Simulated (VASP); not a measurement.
Here is a VASP 6.6.1 calculation.

Contents of INCAR:

```
PREC     = Accurate       # precision mode
ENCUT    = 520            # plane-wave cutoff, eV
EDIFF    = 1E-7           # SCF threshold, eV
ISMEAR   = 0              # smearing method
SIGMA    = 0.05           # smearing width, eV
LREAL    = False          # projectors in reciprocal space
LASPH    = True           # aspherical terms in the spheres
NELM     = 60             # most SCF steps
ALGO     = Normal         # electronic algorithm
ISIF     = 2              # what is computed and relaxed
LWAVE    = False          # write WAVECAR
LCHARG   = True           # write CHGCAR
GGA      = PS             # functional
LELF     = True           # ELF
LVHAR    = True         
NBANDS   = 28             # bands
```

File KPOINTS:

```
regular mesh
0
Gamma
  8 8 8
```

POSCAR

```
SrTiO3
1.0
    3.8913815400      0.0000000000      0.0000000000
    0.0000000000      3.8913815400      0.0000000000
    0.0000000000      0.0000000000      3.8913815400
Sr Ti O
1 1 3
Direct
    0.0285852837      0.0000000000      0.0000000000
    0.4660369218      0.5000000000      0.5000000000
   -0.0150430932      0.5000000000      0.5000000000
    0.4800532080      0.0000000000      0.5000000000
    0.4800532080      0.5000000000      0.0000000000
```

Potentials or basis: VASP PAW PBE potentials, release 64 (Sr_sv, Ti_sv, O).

Command:

```bash
$ cat potpaw_PBE.64/Sr_sv/POTCAR potpaw_PBE.64/Ti_sv/POTCAR potpaw_PBE.64/O/POTCAR > POTCAR
$ mpirun -np 1 vasp_std > vasp.out
```

(1) Predict the largest force.

(2) What does it give for the pressure?

Answers

(1) 0.867 eV/Å.

(2) 2.1 GPa.

Caveat: the cell differs from its parent crystal (atoms displaced along several vibrational modes); the PAW data sets were made with another functional, which shifts forces and pressure a little.
